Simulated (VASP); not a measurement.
Input of a VASP 6.6.1 run:

INCAR

```
  PREC = Accurate
  ENCUT = 520
  EDIFF = 1E-7
  ISMEAR = -1
  SIGMA = 0.05
  LREAL = False
  LASPH = True
  NELM = 80
  ALGO = Normal
  ISIF = 2
  LWAVE = False
  LCHARG = False
  GGA = PE
  NBANDS = 12
```

KPOINTS

```
Automatic mesh
0
Gamma
  8 8 8
```

The input POSCAR:

```
SiO
1.0
    0.0000000000      2.3849672000      2.4336400000
    2.3849672000      0.0000000000      2.4336400000
    2.3849672000      2.3849672000      0.0000000000
Si O
1 1
Direct
    0.7500000000      0.7500000000      0.7500000000
    0.0000000000      0.0000000000      0.0000000000
```

Potentials or basis: VASP PAW PBE potentials, release 64 (Si, O).

The run is started by

```bash
$ cat potpaw_PBE.64/Si/POTCAR potpaw_PBE.64/O/POTCAR > POTCAR
$ mpirun -np 1 vasp_std > vasp.out
```

Q: What does it give for the band gap on the k mesh?

A: Zero (bands 5 and 6 overlap by 0.63 eV).

Q: Predict the pressure.

A: 2.5 GPa.

Stress tensor (GPa, compression positive):
```
2.31 0.00 0.00
0.00 2.31 0.00
0.00 0.00 2.98
```
